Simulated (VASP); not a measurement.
# Sn7Sb (a cell with a defect) (diamond type) in VASP: single point with PBEsol

Aim: the single point of Sn7Sb (a cell with a defect) (diamond type) with PBEsol.

All numbers are computed with VASP 6.6.1; they aren't measurements. Logs are shortened: lines on timing, memory, paths and dates and some standing lists are left out, and cuts for length are marked.

**1. The cell of the first run**

The cell holds a defect, 8 atoms: a = 6.658 Å, b = 6.658 Å, c = 6.658 Å, α = 90.00°, β = 90.00°, γ = 90.00°.

**2. Single point, PBEsol**

The input, INCAR:

```
SYSTEM = Sn7Sb
PREC = Accurate ; ENCUT = 520
EDIFF = 1E-6 ; ISMEAR = -1
SIGMA = 0.0816 ; LREAL = .FALSE.
LASPH = .TRUE. ; NELM = 100
ALGO = Normal ; ISIF = 2
LWAVE = .FALSE. ; LCHARG = .FALSE.
GGA = PS ; NBANDS = 62
```

The input, KPOINTS:

```
Automatic mesh
0
G
  4 4 4
  0 0 0
```

The input, POSCAR:

```
Sn7Sb
1.0
    6.6577725840      0.0000000000      0.0000000000
    0.0000000000      6.6577725840      0.0000000000
    0.0000000000      0.0000000000      6.6577725840
Sb Sn
1 7
Direct
    0.8750000000      0.3750000000      0.3750000000
    0.3750000000      0.8750000000      0.3750000000
    0.3750000000      0.3750000000      0.8750000000
    0.8750000000      0.8750000000      0.8750000000
    0.1250000000      0.1250000000      0.1250000000
    0.6250000000      0.6250000000      0.1250000000
    0.6250000000      0.1250000000      0.6250000000
    0.1250000000      0.6250000000      0.6250000000
```

Potentials or basis: VASP PAW PBE potentials, release 64 (Sb, Sn_d).

Run with:

```bash
$ cat potpaw_PBE.64/Sb/POTCAR potpaw_PBE.64/Sn_d/POTCAR > POTCAR
$ mpirun -np 1 vasp_std > vasp.out
```

OUTCAR:

```text
SYSTEM = Sn7Sb
   PREC = Accurate
   ENCUT = 520
   EDIFF = 1E-6
   ISMEAR = -1
   LREAL = .FALSE.
   LASPH = .TRUE.
   NELM = 100
   ISIF = 2
   GGA = PS

 ion  position               nearest neighbor table
   1  0.875  0.375  0.375-   5 2.88   6 2.88   7 2.88   8 2.88
   2  0.375  0.875  0.375-   5 2.88   6 2.88   7 2.88   8 2.88
   3  0.375  0.375  0.875-   5 2.88   6 2.88   7 2.88   8 2.88
   4  0.875  0.875  0.875-   5 2.88   6 2.88   7 2.88   8 2.88
   5  0.125  0.125  0.125-   1 2.88   2 2.88   3 2.88   4 2.88
   6  0.625  0.625  0.125-   1 2.88   2 2.88   3 2.88   4 2.88
   7  0.625  0.125  0.625-   1 2.88   2 2.88   3 2.88   4 2.88
   8  0.125  0.625  0.625-   1 2.88   2 2.88   3 2.88   4 2.88

  LATTYP: Found a simple cubic cell.
 ALAT       =     6.6577725840

  Lattice vectors:

 A1 = (   6.6577725840,   0.0000000000,   0.0000000000)
 A2 = (   0.0000000000,   6.6577725840,   0.0000000000)
 A3 = (   0.0000000000,   0.0000000000,   6.6577725840)

Analysis of symmetry for initial positions (statically):
=====================================================================
 Subroutine PRICEL returns:
 Original cell was already a primitive cell.

 Routine SETGRP: Setting up the symmetry group for a
 simple cubic supercell.

 Subroutine GETGRP returns: Found 24 space group operations
 (whereof  2 operations were pure point group operations)
 out of a pool of 48 trial point group operations.

The static configuration has the point symmetry C_1h.
 The point group associated with its full space group is T_d .

Analysis of symmetry for dynamics (positions and initial velocities):
=====================================================================
 Subroutine PRICEL returns:
 Original cell was already a primitive cell.

 Routine SETGRP: Setting up the symmetry group for a
 simple cubic supercell.

 Subroutine GETGRP returns: Found 24 space group operations
 (whereof  2 operations were pure point group operations)
 out of a pool of 48 trial point group operations.

The dynamic configuration has the point symmetry C_1h.
 The point group associated with its full space group is T_d .

 Subroutine INISYM returns: Found 24 space group operations
 (whereof  2 operations are pure point group operations),
 and found     1 'primitive' translations

----------------------------------------------------------------------------------------

                                     Primitive cell

  volume of cell :     295.1120

  direct lattice vectors                    reciprocal lattice vectors
     6.657772584  0.000000000  0.000000000     0.150200384  0.000000000  0.000000000
     0.000000000  6.657772584  0.000000000     0.000000000  0.150200384  0.000000000
     0.000000000  0.000000000  6.657772584     0.000000000  0.000000000  0.150200384

  length of vectors
     6.657772584  6.657772584  6.657772584     0.150200384  0.150200384  0.150200384

  position of ions in fractional coordinates (direct lattice)
     0.875000000  0.375000000  0.375000000
     0.375000000  0.875000000  0.375000000
     0.375000000  0.375000000  0.875000000
     0.875000000  0.875000000  0.875000000
     0.125000000  0.125000000  0.125000000
     0.625000000  0.625000000  0.125000000
     0.625000000  0.125000000  0.625000000
     0.125000000  0.625000000  0.625000000

  ion indices of the primitive-cell ions
   primitive index   ion index
                 1           1
                 2           2
                 3           3
                 4           4
                 5           5
                 6           6
                 7           7
                 8           8

----------------------------------------------------------------------------------------

 KPOINTS: Automatic mesh

Automatic generation of k-mesh.
 Grid dimensions read from file:
 generate k-points for:    4    4    4

 Generating k-lattice:

  Cartesian coordinates                     Fractional coordinates (reciprocal lattice)
     0.037550096  0.000000000  0.000000000     0.250000000  0.000000000  0.000000000
     0.000000000  0.037550096  0.000000000     0.000000000  0.250000000  0.000000000
     0.000000000  0.000000000  0.037550096     0.000000000  0.000000000  0.250000000

  Length of vectors
     0.037550096  0.037550096  0.037550096

  Shift w.r.t. Gamma in fractional coordinates (k-lattice)
     0.000000000  0.000000000  0.000000000

 Subroutine IBZKPT returns following result:
 ===========================================

 Found     10 irreducible k-points:

 Following reciprocal coordinates:
            Coordinates               Weight
  0.000000  0.000000  0.000000      1.000000
  0.250000  0.000000  0.000000      6.000000
  0.500000  0.000000  0.000000      3.000000
  0.250000  0.250000  0.000000     12.000000
  0.500000  0.250000  0.000000     12.000000
  0.500000  0.500000  0.000000      3.000000
  0.250000  0.250000  0.250000      8.000000
  0.500000  0.250000  0.250000     12.000000
  0.500000  0.500000  0.250000      6.000000
  0.500000  0.500000  0.500000      1.000000
   k-points           NKPTS =     10   k-points in BZ     NKDIM =     10   number of bands    NBANDS=     62
   number of dos      NEDOS =    301   number of ions     NIONS =      8
   total plane-waves  NPLWV = 125000
   dimension x,y,z NGX =    50 NGY =   50 NGZ =   50
   dimension x,y,z NGXF=   100 NGYF=  100 NGZF=  100
   ions per type =               1   7
   NGX,Y,Z   is equivalent  to a cutoff of  12.49, 12.49, 12.49 a.u.
   NGXF,Y,Z  is equivalent  to a cutoff of  24.97, 24.97, 24.97 a.u.
 SYSTEM =  Sn7Sb
   PREC   = accura    normal or accurate (medium, high low for compatibility)
   ISTART =      0    job   : 0-new  1-cont  2-samecut
   ICHARG =      2    charge: 1-file 2-atom 10-const
   ISPIN  =      1    spin polarized calculation?
   LNONCOLLINEAR =      F non collinear calculations
   LSORBIT =      F    spin-orbit coupling
   LASPH  =      T    aspherical Exc in radial PAW
   ENCUT  =  520.0 eV  38.22 Ry    6.18 a.u.  12.38 12.38 12.38*2*pi/ulx,y,z
   NELM   =    100;   NELMIN=  2; NELMDL= -5     # of ELM steps
   EDIFF  = 0.1E-05   stopping-criterion for ELM
   LREAL  =      F    real-space projection
   EDIFFG = 0.1E-04   stopping-criterion for IOM
   NSW    =      0    number of steps for IOM
   IBRION =     -1    ionic relax: 0-MD 1-quasi-New 2-CG
   NFREE  =      0    steps in history (QN), initial steepest desc. (CG)
   ISIF   =      2    stress and relaxation
   ISYM   =      2    0-nonsym 1-usesym 2-fastsym
   POTIM  = 0.5000    time-step for ionic-motion
   TEBEG  =    0.0;   TEEND  =   0.0 temperature during run
   PSTRESS=    0.0 pullay stress
   NELECT =     103.0000    total number of electrons
   NUPDOWN=      -1.0000    fix difference up-down
   EMIN   =  10.00;   EMAX   =-10.00  energy-range for DOS
   EFERMI =   0.00;   METHOD = LEGACY
   ISMEAR =    -1;   SIGMA  =   0.08  broadening in eV -4-tet -1-fermi 0-gaus
   EFERMI_NEDOS =   21; number of points for ismear=-14 and -15
   IALGO  =     38    algorithm
   IMIX   =      4    mixing-type and parameters
     AMIX     =   0.40;   BMIX     =  1.00
     AMIX_MAG =   1.60;   BMIX_MAG =  1.00
  volume/ion in A,a.u.               =      36.89       248.94
  Fermi-wavevector in a.u.,A,eV,Ry     =   1.152635  2.178163 18.076242  1.328566
  Thomas-Fermi vector in A             =   2.289284
   LORBIT       =      0    0 simple, 1 ext, 2 COOP (PROOUT), +10 PAW based schemes
   GGA     = PS    functional components
   LHFCALC =     F    Hartree Fock is set to
   AEXX    =    0.0000 exact exchange contribution
   IVDW    =     0    specifies the selected vdW correction
   LEPSILON=     F    determine dielectric tensor
   LRPA    =     F    only Hartree local field effects (RPA)
 non-spin polarized calculation
  energy-cutoff  :      520.00
  volume of cell :      295.11
 maximum number of plane-waves:      8025
 NGX is ok and might be reduce to    50
   NGX = 25   NGY = 25   NGZ = 25

 number of electron     102.9999946 magnetization

 Free energy of the ion-electron system (eV)
  ---------------------------------------------------
  ext. energy  EPLUGINS =         0.00000000
  ---------------------------------------------------
  free energy    TOTEN  =       -33.68551281 eV

  energy without entropy =      -33.61998660  energy(sigma->0) =      -33.65274970

 E-fermi :   5.2063     XC(G=0):  -8.7210

 val. band max:        5.1667374589   @ k =   0.2500   0.0000   0.0000
 cond. band min:       5.2339488177   @ k =   0.2500   0.2500   0.0000
 fundamental gap:      0.0672113588
 Fermi energy:         5.2062915578

 k-point     1 :       0.0000    0.0000    0.0000
  band No.  band energies     occupation
      1     -16.7507      2.00000
      2     -16.7507      2.00000
      3     -16.7507      2.00000
      4     -16.7278      2.00000
      5     -16.7278      2.00000
      6     -16.7278      2.00000
[... 54 lines left out ...]
     61       6.7133      0.00000
     62       9.4305      0.00000

 k-point     2 :       0.2500    0.0000    0.0000
  band No.  band energies     occupation
      1     -16.7547      2.00000
      2     -16.7527      2.00000
      3     -16.7527      2.00000
      4     -16.7346      2.00000
      5     -16.7306      2.00000
      6     -16.7306      2.00000
[... 54 lines left out ...]
     61       7.5644      0.00000
     62      10.0856      0.00000

 k-point     3 :       0.5000    0.0000    0.0000
  band No.  band energies     occupation
      1     -16.7582      2.00000
      2     -16.7547      2.00000
      3     -16.7547      2.00000
      4     -16.7394      2.00000
      5     -16.7328      2.00000
      6     -16.7328      2.00000
[... 444 lines left out ...]
     61       8.0230      0.00000
     62       8.0883      0.00000

 k-point    10 :       0.5000    0.5000    0.5000
  band No.  band energies     occupation
      1     -16.7414      2.00000
      2     -16.7414      2.00000
      3     -16.7414      2.00000
      4     -16.7335      2.00000
      5     -16.7335      2.00000
      6     -16.7100      2.00000
[... 54 lines left out ...]
     61       7.9284      0.00000
     62       7.9284      0.00000

------------------------ aborting loop because EDIFF is reached ----------------------------------------

  FORCE on cell =-STRESS in cart. coord.  units (eV):
  Direction    XX          YY          ZZ          XY          YZ          ZX
  --------------------------------------------------------------------------------------
  -------------------------------------------------------------------------------------
  Total       -1.8255214     -1.8255214     -1.8255214      0.0000000     -0.0000000      0.0000000
  in kB       -9.9108442     -9.9108442     -9.9108442      0.0000000     -0.0000000      0.0000000
  external PRESSURE =      -9.9108442 kB  Pullay stress =       0.0000000 kB

 VOLUME and BASIS-vectors are now :
 -----------------------------------------------------------------------------
  energy-cutoff  :      520.00
  volume of cell :      295.11
      direct lattice vectors                 reciprocal lattice vectors
     6.657772584  0.000000000  0.000000000     0.150200384  0.000000000  0.000000000
     0.000000000  6.657772584  0.000000000     0.000000000  0.150200384  0.000000000
     0.000000000  0.000000000  6.657772584     0.000000000  0.000000000  0.150200384

 POSITION                                       TOTAL-FORCE (eV/Angst)
 -----------------------------------------------------------------------------------
      5.82555      2.49666      2.49666        -0.000000      0.000000     -0.000000
      2.49666      5.82555      2.49666        -0.000000     -0.000000     -0.000000
      2.49666      2.49666      5.82555        -0.000000      0.000000     -0.000000
      5.82555      5.82555      5.82555        -0.000000      0.000000     -0.000000
      0.83222      0.83222      0.83222         0.180737     -0.180737     -0.180737
      4.16111      4.16111      0.83222        -0.180737      0.180737     -0.180737
      4.16111      0.83222      4.16111        -0.180737     -0.180737      0.180737
      0.83222      4.16111      4.16111         0.180737      0.180737      0.180737
 -----------------------------------------------------------------------------------
    total drift:                               -0.000000     -0.000000      0.000000

  FREE ENERGIE OF THE ION-ELECTRON SYSTEM (eV)
  ---------------------------------------------------
  free  energy   TOTEN  =       -33.6855128071 eV

  energy  without entropy=      -33.6199865959  energy(sigma->0) =      -33.65274970
```

It took 2.6 min on 1 thread of AMD EPYC 7R43 (Zen 3), shared host; peak memory 0.38 GiB.

What came out:

| Quantity | Value |
| --- | --- |
| Free energy | -33.6855 eV |
| Pressure | -1.0 GPa |
| Largest force | 0.313 eV/Å |
| Band gap on the k mesh | zero (an odd number of electrons rules out a gap without spin polarisation) |

Forces on the atoms (eV/Å):
```
Sb   0.000  0.000  0.000
Sn   0.000  0.000  0.000
Sn   0.000  0.000  0.000
Sn   0.000  0.000  0.000
Sn   0.181 -0.181 -0.181
Sn  -0.181  0.181 -0.181
Sn  -0.181 -0.181  0.181
Sn   0.181  0.181  0.181
```

Caveat: the PAW data sets were made with another functional, which shifts forces and pressure a little; spin-orbit coupling is left out, which moves the levels of the heavy elements.
